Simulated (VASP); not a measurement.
# C (R-3m) in VASP: notebook

C is run at these levels: PBE; tasks: single point.

Program: VASP 6.6.1. These are calculated values, not measurements. Logs are shortened: lines on timing, memory, paths and dates and some standing lists are left out, and cuts for length are marked.

**1. The cell of the first run**

Symmetry: R-3m, No. 166, trigonal system. The conventional cell has a = 2.460 Å, b = 2.460 Å, c = 32.447 Å, α = 90.00°, β = 90.00°, γ = 120.00°. Within 1.9 Å of C (site symmetry 3m) lie 3 C at 1.42 Å. C (site symmetry 3m) has 3 C at 1.42 Å within 1.9 Å.

**2. Single point, PBE (zz strain of -3 %)**

The input, INCAR:

```
SYSTEM = C
  PREC = Accurate
  ENCUT = 520
  EDIFF = 1E-7
  ISMEAR = -1
  SIGMA = 0.08
  LREAL = .False.
  LASPH = .True.
  NELM = 80
  ALGO = Normal
  ISIF = 2
  LWAVE = .False.
  LCHARG = .False.
  GGA = PE
  NBANDS = 16
```

The input, KPOINTS:

```
Automatic mesh
0
Gamma
  15 15 15
  0 0 0
```

The input, POSCAR:

```
C
1.0
    1.2299994602      0.7101405194     10.8155000000
   -1.2299994602      0.7101405194     10.8155000000
    0.0000000000     -1.4202810389     10.8155000000
C
4
Direct
    0.0500000000      0.0500000000      0.0500000000
    0.9500000000      0.9500000000      0.9500000000
    0.2830000000      0.2830000000      0.2830000000
    0.7170000000      0.7170000000      0.7170000000
```

Potentials or basis: VASP PAW PBE potentials, release 64 (C).

Run with:

```console
$ cat potpaw_PBE.64/C/POTCAR > POTCAR
$ mpirun -np 1 vasp_std > vasp.out
```

OUTCAR:

```text
SYSTEM = C
   PREC = Accurate
   ENCUT = 520
   EDIFF = 1E-7
   ISMEAR = -1
   LREAL = .False.
   LASPH = .True.
   NELM = 80
   ISIF = 2
   GGA = PE

 ion  position               nearest neighbor table
   1  0.050  0.050  0.050-   4 1.42   4 1.42   4 1.42
   2  0.950  0.950  0.950-   3 1.42   3 1.42   3 1.42
   3  0.283  0.283  0.283-   2 1.42   2 1.42   2 1.42
   4  0.717  0.717  0.717-   1 1.42   1 1.42   1 1.42

  LATTYP: Found a trigonal (rhomboedric) cell.
 ALAT       =    10.9083563601
 COS(alpha) =     0.9745714730

  Lattice vectors:

 A1 = (   1.2299994602,   0.7101405194,  10.8155000000)
 A2 = (  -1.2299994602,   0.7101405194,  10.8155000000)
 A3 = (   0.0000000000,  -1.4202810389,  10.8155000000)

Analysis of symmetry for initial positions (statically):
=====================================================================
 Subroutine PRICEL returns:
 Original cell was already a primitive cell.

 Routine SETGRP: Setting up the symmetry group for a
 trigonal (rhombohedral) supercell.

 Subroutine GETGRP returns: Found 12 space group operations
 (whereof 12 operations were pure point group operations)
 out of a pool of 12 trial point group operations.

The static configuration has the point symmetry D_3d.

Analysis of symmetry for dynamics (positions and initial velocities):
=====================================================================
 Subroutine PRICEL returns:
 Original cell was already a primitive cell.

 Routine SETGRP: Setting up the symmetry group for a
 trigonal (rhombohedral) supercell.

 Subroutine GETGRP returns: Found 12 space group operations
 (whereof 12 operations were pure point group operations)
 out of a pool of 12 trial point group operations.

The dynamic configuration has the point symmetry D_3d.

 Subroutine INISYM returns: Found 12 space group operations
 (whereof 12 operations are pure point group operations),
 and found     1 'primitive' translations

----------------------------------------------------------------------------------------

                                     Primitive cell

  volume of cell :      56.6822

  direct lattice vectors                    reciprocal lattice vectors
     1.229999460  0.710140519 10.815500000     0.406504243  0.234695334  0.030819965
    -1.229999460  0.710140519 10.815500000    -0.406504243  0.234695334  0.030819965
     0.000000000 -1.420281039 10.815500000     0.000000000 -0.469390669  0.030819965

  length of vectors
    10.908356360 10.908356360 10.908356360     0.470401393  0.470401393  0.470401393

  position of ions in fractional coordinates (direct lattice)
     0.050000000  0.050000000  0.050000000
     0.950000000  0.950000000  0.950000000
     0.283000000  0.283000000  0.283000000
     0.717000000  0.717000000  0.717000000

  ion indices of the primitive-cell ions
   primitive index   ion index
                 1           1
                 2           2
                 3           3
                 4           4

----------------------------------------------------------------------------------------

 KPOINTS: Automatic mesh

Automatic generation of k-mesh.
 Grid dimensions read from file:
 generate k-points for:   15   15   15

 Generating k-lattice:

  Cartesian coordinates                     Fractional coordinates (reciprocal lattice)
     0.027100283  0.015646356  0.002054664     0.066666667 -0.000000000  0.000000000
    -0.027100283  0.015646356  0.002054664    -0.000000000  0.066666667  0.000000000
     0.000000000 -0.031292711  0.002054664     0.000000000  0.000000000  0.066666667

  Length of vectors
     0.031360093  0.031360093  0.031360093

  Shift w.r.t. Gamma in fractional coordinates (k-lattice)
     0.000000000  0.000000000  0.000000000

 Subroutine IBZKPT returns following result:
 ===========================================

 Found    344 irreducible k-points:

 Following reciprocal coordinates:
            Coordinates               Weight
  0.000000  0.000000  0.000000      1.000000
  0.066667 -0.000000  0.000000      6.000000
  0.133333  0.000000  0.000000      6.000000
  0.200000 -0.000000  0.000000      6.000000
  0.266667  0.000000  0.000000      6.000000
  0.333333 -0.000000  0.000000      6.000000
[... 16 lines left out ...]
  0.133333  0.133333  0.000000      6.000000
  0.200000  0.133333  0.000000     12.000000
 [... further k-points ...]
   k-points           NKPTS =    344   k-points in BZ     NKDIM =    344   number of bands    NBANDS=     16
   number of dos      NEDOS =    301   number of ions     NIONS =      4
   total plane-waves  NPLWV = 592704
   dimension x,y,z NGX =    84 NGY =   84 NGZ =   84
   dimension x,y,z NGXF=   168 NGYF=  168 NGZF=  168
   ions per type =               4
   NGX,Y,Z   is equivalent  to a cutoff of  12.80, 12.80, 12.80 a.u.
   NGXF,Y,Z  is equivalent  to a cutoff of  25.60, 25.60, 25.60 a.u.
 SYSTEM =  C
   PREC   = accura    normal or accurate (medium, high low for compatibility)
   ISTART =      0    job   : 0-new  1-cont  2-samecut
   ICHARG =      2    charge: 1-file 2-atom 10-const
   ISPIN  =      1    spin polarized calculation?
   LNONCOLLINEAR =      F non collinear calculations
   LSORBIT =      F    spin-orbit coupling
   LASPH  =      T    aspherical Exc in radial PAW
   ENCUT  =  520.0 eV  38.22 Ry    6.18 a.u.  20.28 20.28 20.28*2*pi/ulx,y,z
   NELM   =     80;   NELMIN=  2; NELMDL= -5     # of ELM steps
   EDIFF  = 0.1E-06   stopping-criterion for ELM
   LREAL  =      F    real-space projection
   EDIFFG = 0.1E-05   stopping-criterion for IOM
   NSW    =      0    number of steps for IOM
   IBRION =     -1    ionic relax: 0-MD 1-quasi-New 2-CG
   NFREE  =      0    steps in history (QN), initial steepest desc. (CG)
   ISIF   =      2    stress and relaxation
   ISYM   =      2    0-nonsym 1-usesym 2-fastsym
   POTIM  = 0.5000    time-step for ionic-motion
   TEBEG  =    0.0;   TEEND  =   0.0 temperature during run
   PSTRESS=    0.0 pullay stress
   NELECT =      16.0000    total number of electrons
   NUPDOWN=      -1.0000    fix difference up-down
   EMIN   =  10.00;   EMAX   =-10.00  energy-range for DOS
   EFERMI =   0.00;   METHOD = LEGACY
   ISMEAR =    -1;   SIGMA  =   0.08  broadening in eV -4-tet -1-fermi 0-gaus
   EFERMI_NEDOS =   21; number of points for ismear=-14 and -15
   IALGO  =     38    algorithm
   IMIX   =      4    mixing-type and parameters
     AMIX     =   0.40;   BMIX     =  1.00
     AMIX_MAG =   1.60;   BMIX_MAG =  1.00
  volume/ion in A,a.u.               =      14.17        95.63
  Fermi-wavevector in a.u.,A,eV,Ry     =   1.073905  2.029386 15.691213  1.153272
  Thomas-Fermi vector in A             =   2.209718
   LORBIT       =      0    0 simple, 1 ext, 2 COOP (PROOUT), +10 PAW based schemes
   GGA     = PE    functional components
   LHFCALC =     F    Hartree Fock is set to
   AEXX    =    0.0000 exact exchange contribution
   IVDW    =     0    specifies the selected vdW correction
   LEPSILON=     F    determine dielectric tensor
   LRPA    =     F    only Hartree local field effects (RPA)
 non-spin polarized calculation
  energy-cutoff  :      520.00
  volume of cell :       56.68
 maximum number of plane-waves:      1558
 NGX is ok and might be reduce to    84
   NGX = 41   NGY = 41   NGZ = 41

 number of electron      16.0000000 magnetization

 Free energy of the ion-electron system (eV)
  ---------------------------------------------------
  ext. energy  EPLUGINS =         0.00000000
  ---------------------------------------------------
  free energy    TOTEN  =       -36.85542647 eV

  energy without entropy =      -36.85334642  energy(sigma->0) =      -36.85438644

 E-fermi :   1.3102     XC(G=0):  -7.0755

 val. band max:        1.3098560391   @ k =  -0.2000   0.4667   0.1333
 cond. band min:       1.7328485226   @ k =  -0.3333   0.3333   0.0000
 fundamental gap:      0.4229924836
 Fermi energy:         1.3101697072

 k-point     1 :       0.0000    0.0000    0.0000
  band No.  band energies     occupation
      1     -18.3460      2.00000
      2     -18.1570      2.00000
      3      -6.8858      2.00000
      4      -5.7580      2.00000
      5      -1.7126      2.00000
      6      -1.7126      2.00000
[... 8 lines left out ...]
     15       9.7031      0.00000
     16      12.2604      0.00000

 k-point     2 :       0.0667   -0.0000    0.0000
  band No.  band energies     occupation
      1     -18.2399      2.00000
      2     -18.0520      2.00000
      3      -6.7578      2.00000
      4      -5.6345      2.00000
      5      -2.1416      2.00000
      6      -2.1222      2.00000
[... 8 lines left out ...]
     15      10.1569      0.00000
     16      12.3664      0.00000

 k-point     3 :       0.1333    0.0000    0.0000
  band No.  band energies     occupation
      1     -17.9223      2.00000
      2     -17.7379      2.00000
      3      -6.3756      2.00000
      4      -5.2661      2.00000
      5      -3.2801      2.00000
      6      -3.2462      2.00000
[... 8 lines left out ...]
     15      11.3748      0.00000
     16      11.4056      0.00000

 k-point     4 :       0.2000   -0.0000    0.0000
  band No.  band energies     occupation
      1     -17.3955      2.00000
      2     -17.2169      2.00000
      3      -5.7453      2.00000
      4      -4.8416      2.00000
      5      -4.7931      2.00000
      6      -4.6570      2.00000
[... 8 lines left out ...]
     15      10.1237      0.00000
     16      13.1932      0.00000
[... 324 lines left out ...]
 k-point    22 :      -0.0667    0.0667    0.0000
  band No.  band energies     occupation
      1     -18.0281      2.00000
      2     -17.8425      2.00000
      3      -6.5026      2.00000
      4      -5.3885      2.00000
      5      -2.8681      2.00000
      6      -2.8490      2.00000
[... 8 lines left out ...]
     15      10.8413      0.00000
     16      11.6951      0.00000

 k-point    23 :       0.1333    0.1333    0.0000
  band No.  band energies     occupation
      1     -17.9223      2.00000
      2     -17.7379      2.00000
      3      -6.3755      2.00000
      4      -5.2662      2.00000
      5      -3.2801      2.00000
      6      -3.2462      2.00000
[... 8 lines left out ...]
     15      11.3748      0.00000
     16      11.4056      0.00000

 k-point    24 :       0.2000    0.1333    0.0000
  band No.  band energies     occupation
      1     -17.6058      2.00000
      2     -17.4249      2.00000
      3      -5.9961      2.00000
      4      -4.9018      2.00000
      5      -4.1279      2.00000
      6      -4.0924      2.00000
[... 8 lines left out ...]
     15      10.6539      0.00000
     16      11.9842      0.00000

 [... further k-points ...]
[... 5 lines left out ...]
  --------------------------------------------------------------------------------------
  -------------------------------------------------------------------------------------
  Total        0.8322000      0.8322000      0.4886761      0.0000000     -0.0000000      0.0000000
  in kB       23.5229201     23.5229201     13.8128906      0.0000000     -0.0000000      0.0000000
  external PRESSURE =      20.2862436 kB  Pullay stress =       0.0000000 kB

 VOLUME and BASIS-vectors are now :
 -----------------------------------------------------------------------------
  energy-cutoff  :      520.00
  volume of cell :       56.68
      direct lattice vectors                 reciprocal lattice vectors
     1.229999460  0.710140519 10.815500000     0.406504243  0.234695334  0.030819965
    -1.229999460  0.710140519 10.815500000    -0.406504243  0.234695334  0.030819965
     0.000000000 -1.420281039 10.815500000     0.000000000 -0.469390669  0.030819965

 POSITION                                       TOTAL-FORCE (eV/Angst)
 -----------------------------------------------------------------------------------
      0.00000     -0.00000      1.62232         0.000000     -0.000000      0.245082
      0.00000     -0.00000     30.82418         0.000000      0.000000     -0.245082
      0.00000     -0.00000      9.18236         0.000000     -0.000000      0.087303
      0.00000     -0.00000     23.26414         0.000000      0.000000     -0.087303
 -----------------------------------------------------------------------------------
    total drift:                               -0.000000     -0.000000     -0.000000

  FREE ENERGIE OF THE ION-ELECTRON SYSTEM (eV)
  ---------------------------------------------------
  free  energy   TOTEN  =       -36.8554264654 eV

  energy  without entropy=      -36.8533464198  energy(sigma->0) =      -36.85438644
```

Wall time 79 min (1 thread of Intel Xeon 6975P-C (Granite Rapids), shared host); peak memory 1.1 GiB.

What came out:

| Item | Value |
| --- | --- |
| Free energy | -36.8554 eV |
| Pressure | 2.0 GPa |
| Largest force | 0.245 eV/Å |
| Band gap on the k mesh | zero (filled and empty bands touch) |

Forces on the atoms (eV/Å):
```
C    0.000  0.000  0.245
C    0.000  0.000 -0.245
C    0.000  0.000  0.087
C    0.000  0.000 -0.087
```

Caveat: the cell differs from its parent crystal (zz strain of -3 %); this functional lacks dispersion, which binds layers or chains, so the pressure and a relaxed spacing across them are unreliable.

**3. Single point, PBE (zz strain of -1 %)**

The input, INCAR:

```
SYSTEM = C
PREC = Accurate
ENCUT = 520
EDIFF = 1E-7
ISMEAR = -1
SIGMA = 0.08
LREAL = .False.
LASPH = .True.
NELM = 80
ALGO = Normal
ISIF = 2
LWAVE = .False.
LCHARG = .True.
GGA = PE
LELF = .True.
LVHAR = .True.
NBANDS = 16
```

The input, KPOINTS:

```
regular mesh
0
Gamma
  15 15 15
  0 0 0
```

The input, POSCAR:

```
C
1.0
    1.2299994602      0.7101405194     11.0385000000
   -1.2299994602      0.7101405194     11.0385000000
    0.0000000000     -1.4202810389     11.0385000000
C
4
Direct
    0.0500000000      0.0500000000      0.0500000000
    0.9500000000      0.9500000000      0.9500000000
    0.2830000000      0.2830000000      0.2830000000
    0.7170000000      0.7170000000      0.7170000000
```

Potentials or basis: VASP PAW PBE potentials, release 64 (C).

Run with:

```console
$ cat potpaw_PBE.64/C/POTCAR > POTCAR
$ mpirun -np 1 vasp_std > vasp.out
```

Wall time 85 min (1 thread of Intel Xeon 6975P-C (Granite Rapids), shared host); peak memory 1.1 GiB.

It converged, with:

```yaml
Free_energy: -36.8648 eV
Pressure: 1.9 GPa
Largest_force: 0.235 eV/Å
Band_gap_on_the_k_mesh: zero (filled and empty bands touch)
```

Forces in eV/Å, atoms in the order of the input:
```
C    0.000  0.000  0.235
C    0.000  0.000 -0.235
C    0.000  0.000  0.110
C    0.000  0.000 -0.110
```

Stress tensor (GPa, compression positive):
```
2.33 0.00 0.00
0.00 2.33 0.00
0.00 0.00 1.08
```

Levels at points of the mesh, in eV from the Fermi level:
| k point | band 4 | band 5 | band 6 | band 7 | band 8 | band 9 | band 10 | band 11 | band 12 | band 13 |
| --- | --- | --- | --- | --- | --- | --- | --- | --- | --- | --- |
| (0.00, 0.00, 0.00) | -7.13 | -3.03 | -3.03 | -3.02 | -3.02 | 3.08 | 5.01 | 6.33 | 8.36 | 8.36 |

Caveat: the cell differs from its parent crystal (zz strain of -1 %); this functional lacks dispersion, which binds layers or chains, so the pressure and a relaxed spacing across them are unreliable.

The gap in the log of VASP goes by the Fermi energy; the results here count the filled bands.